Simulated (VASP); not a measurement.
# Bi2Se3 (R-3m) in VASP: notebook

Bi2Se3 is run at these levels: PBE; tasks: electric field gradients.

Program: VASP 6.6.1. These are calculated values, not measurements. Logs are shortened: lines on timing, memory, paths and dates and some standing lists are left out, and cuts for length are marked.

## 1. The cell of the first run

Symmetry: R-3m, No. 166, trigonal system. Conventional cell: a = 4.115 Å, b = 4.115 Å, c = 28.444 Å, α = 90.00°, β = 90.00°, γ = 120.00°. Within 3.7 Å of Bi (site symmetry 3m) lie 6 Se at 2.83 to 3.05 Å. Within 4.2 Å of Se (site symmetry -3m) lie 6 Bi at 3.05 Å and 12 Se at 4.12 to 4.20 Å. Within 3.7 Å of Se (site symmetry 3m) lie 3 Bi at 2.83 Å and 3 Se at 3.49 Å.

## 2. Electric field gradients, PBE (27.81 Å³/atom)

The input, INCAR:

```
SYSTEM = Bi2Se3
  PREC = Accurate
  ENCUT = 520
  EDIFF = 1E-8
  ISMEAR = -1
  SIGMA = 0.03
  LREAL = .False.
  LASPH = .True.
  NELM = 80
  ALGO = Normal
  ISIF = 2
  LWAVE = .False.
  LCHARG = .False.
  GGA = PE
  LEFG = .True.
  NBANDS = 32
```

The input, KPOINTS:

```
regular mesh
0
Gamma
  6 6 6
  0 0 0
```

The input, POSCAR:

```
Bi2Se3
1.0
    2.0575961980      1.1879537188      9.4812654522
   -2.0575961980      1.1879537188      9.4812654522
    0.0000000000     -2.3759074377      9.4812654522
Bi Se
2 3
Direct
    0.4008000000      0.4008000000      0.4008000000
    0.5992000000      0.5992000000      0.5992000000
    0.0000000000      0.0000000000      0.0000000000
    0.2117000000      0.2117000000      0.2117000000
    0.7883000000      0.7883000000      0.7883000000
```

Potentials or basis: VASP PAW PBE potentials, release 64 (Bi_d, Se).

On the command line:

```console
$ cat potpaw_PBE.64/Bi_d/POTCAR potpaw_PBE.64/Se/POTCAR > POTCAR
$ mpirun -np 1 vasp_std > vasp.out
```

OUTCAR:

```text
SYSTEM = Bi2Se3
   PREC = Accurate
   ENCUT = 520
   EDIFF = 1E-8
   ISMEAR = -1
   LREAL = .False.
   LASPH = .True.
   NELM = 80
   ISIF = 2
   GGA = PE

 ion  position               nearest neighbor table
   1  0.401  0.401  0.401-   5 2.83   5 2.83   5 2.83   3 3.05   3 3.05   3 3.05
   2  0.599  0.599  0.599-   4 2.83   4 2.83   4 2.83   3 3.05   3 3.05   3 3.05
   3  0.000  0.000  0.000-   2 3.05   2 3.05   1 3.05   1 3.05   2 3.05   1 3.05
   4  0.212  0.212  0.212-   2 2.83   2 2.83   2 2.83
   5  0.788  0.788  0.788-   1 2.83   1 2.83   1 2.83

  LATTYP: Found a trigonal (rhomboedric) cell.
 ALAT       =     9.7744222708
 COS(alpha) =     0.9113725817

  Lattice vectors:

 A1 = (   2.0575961980,   1.1879537188,   9.4812654522)
 A2 = (  -2.0575961980,   1.1879537188,   9.4812654522)
 A3 = (   0.0000000000,  -2.3759074377,   9.4812654522)

Analysis of symmetry for initial positions (statically):
=====================================================================
 Subroutine PRICEL returns:
 Original cell was already a primitive cell.

 Routine SETGRP: Setting up the symmetry group for a
 trigonal (rhombohedral) supercell.

 Subroutine GETGRP returns: Found 12 space group operations
 (whereof 12 operations were pure point group operations)
 out of a pool of 12 trial point group operations.

The static configuration has the point symmetry D_3d.

Analysis of symmetry for dynamics (positions and initial velocities):
=====================================================================
 Subroutine PRICEL returns:
 Original cell was already a primitive cell.

 Routine SETGRP: Setting up the symmetry group for a
 trigonal (rhombohedral) supercell.

 Subroutine GETGRP returns: Found 12 space group operations
 (whereof 12 operations were pure point group operations)
 out of a pool of 12 trial point group operations.

The dynamic configuration has the point symmetry D_3d.

 Subroutine INISYM returns: Found 12 space group operations
 (whereof 12 operations are pure point group operations),
 and found     1 'primitive' translations

----------------------------------------------------------------------------------------

[... 149 lines left out ...]
 cond. band min:       5.4231659210   @ k =   0.0000   0.0000   0.0000
 fundamental gap:      0.2024513581
 Fermi energy:         5.3219043231

 k-point     1 :       0.0000    0.0000    0.0000
  band No.  band energies     occupation
      1     -17.9414      2.00000
      2     -17.9414      2.00000
      3     -17.9394      2.00000
      4     -17.9394      2.00000
      5     -17.9309      2.00000
      6     -17.9281      2.00000
[... 829 lines left out ...]
     31      10.2500      0.00000
     32      11.6903      0.00000

 [... further k-points ...]

------------------------ aborting loop because EDIFF is reached ----------------------------------------

  FORCE on cell =-STRESS in cart. coord.  units (eV):
  Direction    XX          YY          ZZ          XY          YZ          ZX
  --------------------------------------------------------------------------------------
  -------------------------------------------------------------------------------------
  Total        3.4474371      3.4474371      3.4658313      0.0000000     -0.0000000      0.0000000
  in kB       39.7218714     39.7218714     39.9338130      0.0000000     -0.0000000      0.0000000
  external PRESSURE =      39.7925186 kB  Pullay stress =       0.0000000 kB

 VOLUME and BASIS-vectors are now :
 -----------------------------------------------------------------------------
  energy-cutoff  :      520.00
  volume of cell :      139.05
      direct lattice vectors                 reciprocal lattice vectors
     2.057596198  1.187953719  9.481265452     0.243002004  0.140297273  0.035157051
    -2.057596198  1.187953719  9.481265452    -0.243002004  0.140297273  0.035157051
     0.000000000 -2.375907438  9.481265452     0.000000000 -0.280594545  0.035157051

 POSITION                                       TOTAL-FORCE (eV/Angst)
 -----------------------------------------------------------------------------------
      0.00000     -0.00000     11.40027         0.000000      0.000000     -0.256039
      0.00000     -0.00000     17.04352         0.000000     -0.000000      0.256039
      0.00000      0.00000      0.00000        -0.000000      0.000000     -0.000000
      0.00000     -0.00000      6.02155         0.000000      0.000000     -0.352474
      0.00000     -0.00000     22.42224         0.000000     -0.000000      0.352474
 -----------------------------------------------------------------------------------
    total drift:                                0.000000      0.000000     -0.000000

  FREE ENERGIE OF THE ION-ELECTRON SYSTEM (eV)
  ---------------------------------------------------
  free  energy   TOTEN  =       -20.0980498620 eV

  energy  without entropy=      -20.0979673729  energy(sigma->0) =      -20.09800862

 Electric field gradients (V/A^2)
---------------------------------------------------------------------
 ion       V_xx      V_yy      V_zz      V_xy      V_xz      V_yz
---------------------------------------------------------------------
   1      -2.614    -2.614     5.228    -0.000    -0.000     0.000
   2      -2.614    -2.614     5.228    -0.000    -0.000     0.000
   3     -36.895   -36.895    73.790     0.000     0.000     0.000
   4       7.923     7.923   -15.846    -0.000    -0.000     0.000
   5       7.923     7.923   -15.846     0.000     0.000     0.000
---------------------------------------------------------------------

 Electric field gradients after diagonalization (V/A^2)
 (convention: |V_zz| > |V_xx| > |V_yy|)
----------------------------------------------------------------------
 ion       V_xx      V_yy      V_zz     asymmetry (V_yy - V_xx)/ V_zz
----------------------------------------------------------------------
   1      -2.614    -2.614     5.228       0.000
   2      -2.614    -2.614     5.228       0.000
   3     -36.895   -36.895    73.790       0.000
   4       7.923     7.923   -15.846       0.000
   5       7.923     7.923   -15.846       0.000
----------------------------------------------------------------------

           NMR quadrupolar parameters

 Cq : quadrupolar parameter    Cq=e*Q*V_zz/h
 eta: asymmetry parameters     (V_yy - V_xx)/ V_zz
 Q  : nuclear electric quadrupole moment in mb (millibarn)
----------------------------------------------------------------------
 ion       Cq(MHz)       eta       Q (mb)
----------------------------------------------------------------------
   1       0.013       0.000       1.000
   2       0.013       0.000       1.000
   3       0.178       0.000       1.000
   4      -0.038       0.000       1.000
   5      -0.038       0.000       1.000
----------------------------------------------------------------------
```

OSZICAR:

```text
N       E                     dE             d eps       ncg     rms          rms(c)
DAV:   1     0.472904809485E+03    0.47290E+03   -0.22875E+04  2048   0.157E+03
DAV:   2     0.347503245190E+02   -0.43815E+03   -0.42054E+03  2096   0.416E+02
[... 11 lines left out ...]
DAV:  14    -0.200980498327E+02   -0.43798E-07   -0.71172E-07  2344   0.512E-03    0.134E-03
DAV:  15    -0.200980498607E+02   -0.27999E-07   -0.58040E-08  2200   0.130E-03    0.331E-04
DAV:  16    -0.200980498788E+02   -0.18083E-07   -0.20498E-08  2008   0.674E-04    0.223E-04
DAV:  17    -0.200980498526E+02    0.26124E-07   -0.26024E-09  1672   0.330E-04    0.679E-05
DAV:  18    -0.200980498630E+02   -0.10398E-07   -0.43566E-10  1224   0.156E-04    0.178E-05
DAV:  19    -0.200980498620E+02    0.10914E-08   -0.11963E-10  1184   0.104E-04
   1 F= -.20098050E+02 E0= -.20098009E+02  d E =-.824890E-04
```

Run time: 20 min. Hardware: 1 thread of AMD EPYC 7R43 (Zen 3), shared host; peak memory 0.9 GiB.

Results:

| Quantity | Value |
| --- | --- |
| Free energy | -20.0980 eV |
| Pressure | 4.0 GPa |
| Largest force | 0.352 eV/Å |
| Band gap on the k mesh | 0.20 eV |
| Largest electric field gradient by atom | Bi +5.2; Se +73.8, -15.8 (each value once) V/Å² |

Forces on the atoms (eV/Å):
```
Bi   0.000  0.000 -0.256
Bi   0.000  0.000  0.256
Se   0.000  0.000  0.000
Se   0.000  0.000 -0.352
Se   0.000  0.000  0.352
```

Electric field gradients, principal values (V/Å²):
```
atom    least   middle  greatest (by size)
1 Bi   -2.614   -2.614               5.228
2 Bi   -2.614   -2.614               5.228
3 Se  -36.895  -36.895              73.790
4 Se    7.923    7.923             -15.846
5 Se    7.923    7.923             -15.846
```

Caveat: the cell stands under pressure; without QUAD_EFG the Cq values of the log hold for a quadrupole moment of 1 mb, not for the nuclei; spin-orbit coupling is left out, which moves the levels of the heavy elements.

## 3. Electric field gradients, PBE (28.66 Å³/atom)

This run uses another cell than the first one, of 28.66 Å³/atom.

The input, INCAR:

```
PREC = Accurate
ENCUT = 520
EDIFF = 1E-8
ISMEAR = -1
SIGMA = 0.03
LREAL = False
LASPH = True
NELM = 60
ALGO = Normal
ISIF = 2
LWAVE = False
LCHARG = False
GGA = PE
LEFG = True
NBANDS = 32
```

The input, KPOINTS:

```
Automatic mesh
0
Gamma
  6 6 6
```

Changes to POSCAR since step 2:

```diff
@@ -2,5 +2,5 @@
 1.0
-    2.0575961980      1.1879537188      9.4812654522
-   -2.0575961980      1.1879537188      9.4812654522
-    0.0000000000     -2.3759074377      9.4812654522
+    2.0783814048      1.1999540635      9.5770422928
+   -2.0783814048      1.1999540635      9.5770422928
+    0.0000000000     -2.3999081271      9.5770422928
 Bi Se
```

Potentials or basis: VASP PAW PBE potentials, release 64 (Bi_d, Se).

On the command line:

```console
$ cat potpaw_PBE.64/Bi_d/POTCAR potpaw_PBE.64/Se/POTCAR > POTCAR
$ mpirun -np 1 vasp_std > vasp.out
```

OUTCAR:

```text
PREC = Accurate
   ENCUT = 520
   EDIFF = 1E-8
   ISMEAR = -1
   LREAL = False
   LASPH = True
   NELM = 60
   ISIF = 2
   GGA = PE

 ion  position               nearest neighbor table
   1  0.401  0.401  0.401-   5 2.86   5 2.86   5 2.86   3 3.08   3 3.08   3 3.08
   2  0.599  0.599  0.599-   4 2.86   4 2.86   4 2.86   3 3.08   3 3.08   3 3.08
   3  0.000  0.000  0.000-   2 3.08   1 3.08   2 3.08   2 3.08   1 3.08   1 3.08
   4  0.212  0.212  0.212-   2 2.86   2 2.86   2 2.86
   5  0.788  0.788  0.788-   1 2.86   1 2.86   1 2.86

  LATTYP: Found a trigonal (rhomboedric) cell.
 ALAT       =     9.8731604918
 COS(alpha) =     0.9113725817

  Lattice vectors:

[... 1072 lines left out ...]
   1      -2.738    -2.738     5.476    -0.000    -0.000     0.000
   2      -2.738    -2.738     5.476    -0.000     0.000     0.000
   3     -36.774   -36.774    73.548    -0.000     0.000     0.000
   4       7.488     7.488   -14.976    -0.000    -0.000     0.000
   5       7.488     7.488   -14.976     0.000     0.000     0.000
---------------------------------------------------------------------

 Electric field gradients after diagonalization (V/A^2)
 (convention: |V_zz| > |V_xx| > |V_yy|)
----------------------------------------------------------------------
 ion       V_xx      V_yy      V_zz     asymmetry (V_yy - V_xx)/ V_zz
----------------------------------------------------------------------
   1      -2.738    -2.738     5.476       0.000
   2      -2.738    -2.738     5.476       0.000
   3     -36.774   -36.774    73.548       0.000
   4       7.488     7.488   -14.976       0.000
   5       7.488     7.488   -14.976       0.000
----------------------------------------------------------------------

           NMR quadrupolar parameters

 Cq : quadrupolar parameter    Cq=e*Q*V_zz/h
 eta: asymmetry parameters     (V_yy - V_xx)/ V_zz
 Q  : nuclear electric quadrupole moment in mb (millibarn)
----------------------------------------------------------------------
 ion       Cq(MHz)       eta       Q (mb)
----------------------------------------------------------------------
   1       0.013       0.000       1.000
   2       0.013       0.000       1.000
   3       0.178       0.000       1.000
   4      -0.036       0.000       1.000
   5      -0.036       0.000       1.000
----------------------------------------------------------------------
```

OSZICAR:

```text
N       E                     dE             d eps       ncg     rms          rms(c)
DAV:   1     0.469349169321E+03    0.46935E+03   -0.23000E+04  2048   0.156E+03
DAV:   2     0.345114842422E+02   -0.43484E+03   -0.41688E+03  2096   0.411E+02
DAV:   3    -0.185601038318E+02   -0.53072E+02   -0.50552E+02  2640   0.151E+02
DAV:   4    -0.208925724277E+02   -0.23325E+01   -0.23224E+01  2232   0.334E+01
DAV:   5    -0.209786551773E+02   -0.86083E-01   -0.86073E-01  2920   0.656E+00    0.517E+00
DAV:   6    -0.201612020081E+02    0.81745E+00   -0.11033E+00  2808   0.736E+00    0.318E+00
DAV:   7    -0.201675759229E+02   -0.63739E-02   -0.35566E-01  2256   0.253E+00    0.171E+00
DAV:   8    -0.201750099139E+02   -0.74340E-02   -0.46505E-02  2472   0.113E+00    0.569E-01
DAV:   9    -0.201758894592E+02   -0.87955E-03   -0.20204E-03  2720   0.432E-01    0.129E-01
DAV:  10    -0.201760821555E+02   -0.19270E-03   -0.10712E-03  2384   0.167E-01    0.559E-02
DAV:  11    -0.201761360545E+02   -0.53899E-04   -0.12902E-04  2400   0.749E-02    0.308E-02
DAV:  12    -0.201761692309E+02   -0.33176E-04   -0.53902E-05  2232   0.354E-02    0.602E-03
DAV:  13    -0.201761705377E+02   -0.13069E-05   -0.32338E-06  2808   0.146E-02    0.409E-03
DAV:  14    -0.201761705382E+02   -0.48021E-09   -0.76146E-07  2280   0.517E-03    0.160E-03
DAV:  15    -0.201761705795E+02   -0.41265E-07   -0.76582E-08  2208   0.148E-03    0.339E-04
DAV:  16    -0.201761705808E+02   -0.13370E-08   -0.25021E-08  1984   0.805E-04
   1 F= -.20176171E+02 E0= -.20176140E+02  d E =-.611922E-04
```

stdout:

```text
POSCAR found type information on POSCAR BiSe
 POSCAR found :  2 types and       5 ions
 scaLAPACK will be used
 LDA part: xc-table for (Slater+PW92), standard interpolation
 POSCAR, INCAR and KPOINTS ok, starting setup
 FFT: planning ... GRIDC
 FFT: planning ... GRID_SOFT
 FFT: planning ... GRID
 WAVECAR not read
 entering main loop
ion   1

ion   2

ion   3

ion   4

ion   5
```

Run time: 16 min. Hardware: 1 thread of AMD EPYC 7R43 (Zen 3), shared host; peak memory 0.89 GiB.

What came out:

```yaml
Free_energy: -20.1762 eV
Pressure: 1.9 GPa
Largest_force: 0.161 eV/Å
Band_gap_on_the_k_mesh: 0.23 eV
Largest_electric_field_gradient_by_atom: Bi +5.5; Se +73.5, -15.0 (each value once) V/Å²
```

Forces in eV/Å, atoms in the order of the input:
```
Bi   0.000  0.000 -0.161
Bi   0.000  0.000  0.161
Se   0.000  0.000  0.000
Se   0.000  0.000 -0.111
Se   0.000  0.000  0.111
```

Electric field gradients, principal values (V/Å²):
```
atom    least   middle  greatest (by size)
1 Bi   -2.738   -2.738               5.476
2 Bi   -2.738   -2.738               5.476
3 Se  -36.774  -36.774              73.548
4 Se    7.488    7.488             -14.976
5 Se    7.488    7.488             -14.976
```

Caveat: without QUAD_EFG the Cq values of the log hold for a quadrupole moment of 1 mb, not for the nuclei; spin-orbit coupling is left out, which moves the levels of the heavy elements. A k mesh can miss the band edges.

[end of part 1 of 3]
